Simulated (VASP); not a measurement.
Input of a VASP 6.6.1 run:

Contents of INCAR:

```
ALGO = Normal ; EDIFF = 1E-6
ENCUT = 520 ; GGA = PS
ISIF = 2 ; ISMEAR = -1
LASPH = T ; LCHARG = T
LELF = T ; LREAL = F
LVHAR = T ; LWAVE = F
NBANDS = 12 ; NELM = 80
PREC = Accurate ; SIGMA = 0.1
```

Contents of KPOINTS:

```
k-points
0
Gamma
  14 14 14
```

POSCAR

```
Zr
1.0
    0.0000000000      2.2613228609      2.2613228609
    2.2613228609      0.0000000000      2.2613228609
    2.2613228609      2.2613228609      0.0000000000
Zr
1
Direct
    0.0000000000      0.0000000000      0.0000000000
```

Potentials or basis: VASP PAW PBE potentials, release 64 (Zr_sv).

The run is started by

```sh
$ cat potpaw_PBE.64/Zr_sv/POTCAR > POTCAR
$ mpirun -np 1 vasp_std > vasp.out
```

(1) What does it give for the band gap on the k mesh?

(2) Estimate the pressure.

## Answers

(1) zero (band 6 reaches 9.81 eV, above the bottom of band 7 at 8.20 eV).

(2) -3.3 GPa.

Caveat: the PAW data sets were made with another functional, which shifts forces and pressure a little.
